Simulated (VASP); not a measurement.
# As in VASP: single point with r2SCAN

Aim: the single point of As with r2SCAN.

Everything below comes from runs of VASP 6.6.1. Logs are shortened: lines on timing, memory, paths and dates and some standing lists are left out, and cuts for length are marked.

### Step 1. The cell of the first run

The cell holds a slab with vacuum, 2 atoms: a = 3.572 Å, b = 3.572 Å, c = 28.574 Å, α = 90.00°, β = 90.00°, γ = 120.00°.

### Step 2. Single point, r2SCAN

POSCAR reads:

```
As
1.0
    3.5716242608      0.0000000000      0.0000000000
   -1.7858121304      3.0931173426      0.0000000000
    0.0000000000      0.0000000000     28.5742413760
As
2
Direct
    0.3333333333      0.6666666667      0.4755450732
    0.6666666667      0.3333333333      0.5244549268
```

INCAR.step1 reads:

```
SYSTEM = As
PREC     = Accurate       ! precision mode
ENCUT    = 440            ! plane-wave cutoff, eV
ISMEAR   = 0              ! smearing method
SIGMA    = 0.02           ! smearing width, eV
LREAL    = .False.        ! projectors in reciprocal space
LASPH    = .True.         ! aspherical terms in the spheres
NELM     = 120            ! most SCF steps
LDIPOL   = .True.       
IDIPOL   = 3            
DIPOL    = 0.5 0.5 0.500
NBANDS   = 22             ! bands
GGA      = PE             ! functional
ALGO     = Normal         ! electronic algorithm
EDIFF    = 1E-5           ! SCF threshold, eV
LWAVE    = .True.         ! write WAVECAR
LCHARG   = .False.        ! write CHGCAR
GGA_COMPAT= .False.      
NELMDL   = -8
```

INCAR.step2 reads:

```
SYSTEM = As
PREC     = Accurate       ! precision mode
ENCUT    = 440            ! plane-wave cutoff, eV
EDIFF    = 1E-6           ! SCF threshold, eV
ISMEAR   = 0              ! smearing method
SIGMA    = 0.02           ! smearing width, eV
LREAL    = .False.        ! projectors in reciprocal space
LASPH    = .True.         ! aspherical terms in the spheres
NELM     = 120            ! most SCF steps
ALGO     = Normal         ! electronic algorithm
ISIF     = 2              ! what is computed and relaxed
LWAVE    = .False.        ! write WAVECAR
LCHARG   = .False.        ! write CHGCAR
LDIPOL   = .True.       
IDIPOL   = 3            
DIPOL    = 0.5 0.5 0.500
METAGGA  = R2SCAN         ! meta-GGA
LMIXTAU  = .True.       
NBANDS   = 22             ! bands
ISTART   = 1            
GGA_COMPAT= .False.
```

KPOINTS reads:

```
Automatic mesh
0
Gamma
  9 9 1
  0 0 0
```

Potentials or basis: VASP PAW PBE potentials, release 64 (As_d).

Run with:

```
> cat potpaw_PBE.64/As_d/POTCAR > POTCAR
> cp INCAR.step1 INCAR
> mpirun -np 1 vasp_std > vasp.out
> cp INCAR.step2 INCAR
> mpirun -np 1 vasp_std > vasp.out
```

OUTCAR:

```text
SYSTEM = As
   PREC = Accurate
   ENCUT = 440
   EDIFF = 1E-6
   ISMEAR = 0
   LREAL = .False.
   LASPH = .True.
   NELM = 120
   ISIF = 2
   METAGGA = R2SCAN
   ISTART = 1

 ion  position               nearest neighbor table
   1  0.333  0.667  0.476-   2 2.49   2 2.49   2 2.49
   2  0.667  0.333  0.524-   1 2.49   1 2.49   1 2.49

  LATTYP: Found a hexagonal cell.
 ALAT       =     3.5716242608
 C/A-ratio  =     8.0003492220

  Lattice vectors:

 A1 = (   3.5716242608,   0.0000000000,   0.0000000000)
 A2 = (  -1.7858121304,   3.0931173426,   0.0000000000)
 A3 = (   0.0000000000,   0.0000000000,  28.5742413760)

Analysis of symmetry for initial positions (statically):
=====================================================================
 Subroutine PRICEL returns:
 Original cell was already a primitive cell.

 Routine SETGRP: Setting up the symmetry group for a
 hexagonal supercell.

 Subroutine GETGRP returns: Found 12 space group operations
 (whereof 12 operations were pure point group operations)
 out of a pool of 24 trial point group operations.

The static configuration has the point symmetry D_3d.

Analysis of symmetry for dynamics (positions and initial velocities):
=====================================================================
 Subroutine PRICEL returns:
 Original cell was already a primitive cell.

 Routine SETGRP: Setting up the symmetry group for a
 hexagonal supercell.

 Subroutine GETGRP returns: Found 12 space group operations
 (whereof 12 operations were pure point group operations)
 out of a pool of 24 trial point group operations.

The dynamic configuration has the point symmetry D_3d.

 Subroutine INISYM returns: Found 12 space group operations
 (whereof 12 operations are pure point group operations),
 and found     1 'primitive' translations

----------------------------------------------------------------------------------------

                                     Primitive cell

  volume of cell :     315.6726

  direct lattice vectors                    reciprocal lattice vectors
[... 63 lines left out ...]
   NGXF,Y,Z  is equivalent  to a cutoff of  22.34, 22.34, 22.81 a.u.
 SYSTEM =  As
   PREC   = accura    normal or accurate (medium, high low for compatibility)
   ISTART =      1    job   : 0-new  1-cont  2-samecut
   ICHARG =      0    charge: 1-file 2-atom 10-const
   ISPIN  =      1    spin polarized calculation?
   LNONCOLLINEAR =      F non collinear calculations
   LSORBIT =      F    spin-orbit coupling
   LASPH  =      T    aspherical Exc in radial PAW
   ENCUT  =  440.0 eV  32.34 Ry    5.69 a.u.   6.11  6.11 48.87*2*pi/ulx,y,z
   NELM   =    120;   NELMIN=  2; NELMDL=  0     # of ELM steps
   EDIFF  = 0.1E-05   stopping-criterion for ELM
   LREAL  =      F    real-space projection
[... 7 lines left out ...]
   TEBEG  =    0.0;   TEEND  =   0.0 temperature during run
   PSTRESS=    0.0 pullay stress
   NELECT =      30.0000    total number of electrons
   NUPDOWN=      -1.0000    fix difference up-down
   EMIN   =  10.00;   EMAX   =-10.00  energy-range for DOS
   EFERMI =   0.00;   METHOD = LEGACY
   ISMEAR =     0;   SIGMA  =   0.02  broadening in eV -4-tet -1-fermi 0-gaus
   EFERMI_NEDOS =   21; number of points for ismear=-14 and -15
   IALGO  =     38    algorithm
   IMIX   =      4    mixing-type and parameters
     AMIX     =   0.40;   BMIX     =  1.00
     AMIX_MAG =   1.60;   BMIX_MAG =  1.00
  volume/ion in A,a.u.               =     157.84      1065.13
  Fermi-wavevector in a.u.,A,eV,Ry     =   0.747084  1.411785  7.593888  0.558135
  Thomas-Fermi vector in A             =   1.843057
   LORBIT       =      0    0 simple, 1 ext, 2 COOP (PROOUT), +10 PAW based schemes
   METAGGA = R2SCAN    functional components
   LHFCALC =     F    Hartree Fock is set to
   AEXX    =    0.0000 exact exchange contribution
   IVDW    =     0    specifies the selected vdW correction
   LEPSILON=     F    determine dielectric tensor
   LRPA    =     F    only Hartree local field effects (RPA)
 non-spin polarized calculation
 Gauss-broadening in eV      SIGMA  =   0.02
  energy-cutoff  :      440.00
  volume of cell :      315.67
 maximum number of plane-waves:      6658
   NGX = 13   NGY = 13   NGZ = 97

 number of electron      30.0000045 magnetization

 dipolmoment           0.000000      0.000000     -0.000000 electrons x Angstroem

 Free energy of the ion-electron system (eV)
  ---------------------------------------------------
  ext. energy  EPLUGINS =         0.00000000
  ---------------------------------------------------
  free energy    TOTEN  =       -29.44374123 eV

  energy without entropy =      -29.44374123  energy(sigma->0) =      -29.44374123

 E-fermi :  -4.3439     XC(G=0):  -1.9357

 val. band max:       -4.4270932089   @ k =   0.0000   0.0000   0.0000
 cond. band min:      -2.5846045022   @ k =   0.3333  -0.0000   0.0000
 fundamental gap:      1.8424887067
 Fermi energy:        -4.3438682103

 k-point     1 :       0.0000    0.0000    0.0000
  band No.  band energies     occupation
      1     -40.4337      2.00000
      2     -40.4337      2.00000
      3     -40.3886      2.00000
      4     -40.3886      2.00000
      5     -40.3346      2.00000
      6     -40.3079      2.00000
[... 289 lines left out ...]
     21       5.2799      0.00000
     22       6.0788      0.00000

------------------------ aborting loop because EDIFF is reached ----------------------------------------

 vacuum level on the upper side and lower side of the slab       (xc-potential included)         0.019         0.019

  FORCE on cell =-STRESS in cart. coord.  units (eV):
  Direction    XX          YY          ZZ          XY          YZ          ZX
  --------------------------------------------------------------------------------------
  -------------------------------------------------------------------------------------
  Total       -0.1348683     -0.1348683     -0.5404690      0.0000000      0.0000000      0.0000000
  in kB       -0.6845160     -0.6845160     -2.7431183      0.0000000      0.0000000      0.0000000
  external PRESSURE =      -1.3707168 kB  Pullay stress =       0.0000000 kB

 VOLUME and BASIS-vectors are now :
 -----------------------------------------------------------------------------
  energy-cutoff  :      440.00
  volume of cell :      315.67
      direct lattice vectors                 reciprocal lattice vectors
     3.571624261  0.000000000  0.000000000     0.279984659  0.161649218  0.000000000
    -1.785812130  3.093117343  0.000000000     0.000000000  0.323298436  0.000000000
     0.000000000  0.000000000 28.574241376     0.000000000  0.000000000  0.034996555

 POSITION                                       TOTAL-FORCE (eV/Angst)
 -----------------------------------------------------------------------------------
     -0.00000      2.06208     13.58834         0.000000      0.000000      0.344747
      1.78581      1.03104     14.98590        -0.000000     -0.000000     -0.344747
 -----------------------------------------------------------------------------------
    total drift:                                0.000000      0.000000      0.000000

  FREE ENERGIE OF THE ION-ELECTRON SYSTEM (eV)
  ---------------------------------------------------
  free  energy   TOTEN  =       -29.4437412328 eV

  energy  without entropy=      -29.4437412327  energy(sigma->0) =      -29.44374123

 vacuum level on the upper side and lower side of the slab         1.132         1.132
```

Wall time 2.9 min (1 thread of AMD EPYC 9R45 (Zen 5), shared host); peak memory 0.34 GiB.

Results:

| Quantity | Value |
| --- | --- |
| Free energy | -29.4437 eV |
| Largest force | 0.345 eV/Å |
| Band gap on the k mesh | 1.84 eV (least direct gap 2.47 eV) |

Forces on the atoms (eV/Å):
```
As   0.000  0.000  0.345
As   0.000  0.000 -0.345
```

Caveat: the PAW data sets were made with another functional, which shifts forces and pressure a little.
